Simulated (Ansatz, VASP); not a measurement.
**Two plane-wave programs on HfSi**

```
Hf Si
1.0
     6.41250    0.00000    0.00000
     0.00000    3.98522    0.00000
     0.00000    0.00000    5.20174
Hf Si
4 4
Direct
  0.17559 0.25000 0.12649
  0.32441 0.75000 0.62649
  0.67559 0.25000 0.37351
  0.82441 0.75000 0.87351
  0.04306 0.25000 0.64020
  0.45694 0.75000 0.14020
  0.54306 0.25000 0.85980
  0.95694 0.75000 0.35980
```

Change from the starting cell: strain -0.0600 x Voigt [1, -1, 0, 0, 0, 0], atoms carried along.

Alike in both runs: task single point; functional PBEsol; k mesh 6 × 10 × 8; occupations gaussian, width 0.15 eV; no spin polarisation.

|  | VASP | Ansatz |
| --- | --- | --- |
| version | VASP 6.6.1 | Ansatz 0.2.0 |
| potentials or method | VASP PAW PBE potentials, release 64 (Hf_pv, Si), cutoff 520 eV | scalar-relativistic, plane waves, PAW |
| valence electrons in the cell | 56 | 120 |

```csv
,VASP,Ansatz,Ansatz less VASP
gap on the k mesh at the Fermi level (eV),none,none,-
pressure (GPa),1.6,1.5,-0.11
"traceless stress, the component that is largest in VASP (GPa)",8.97,8.97,+0.006
rms of the force components (eV/Å),0.251,0.249,-0.0016
```

VASP's potentials were made for PBE, not for PBEsol. Atom by atom the forces differ by 0.003 eV/Å (rms over components). A gap of «none» marks a metal or a gap that the smearing closes. VASP's potentials hold 56 valence electrons a cell and Ansatz's 120, so a difference there can come from the potentials and not from the codes.

Neither program's run includes spin-orbit coupling.
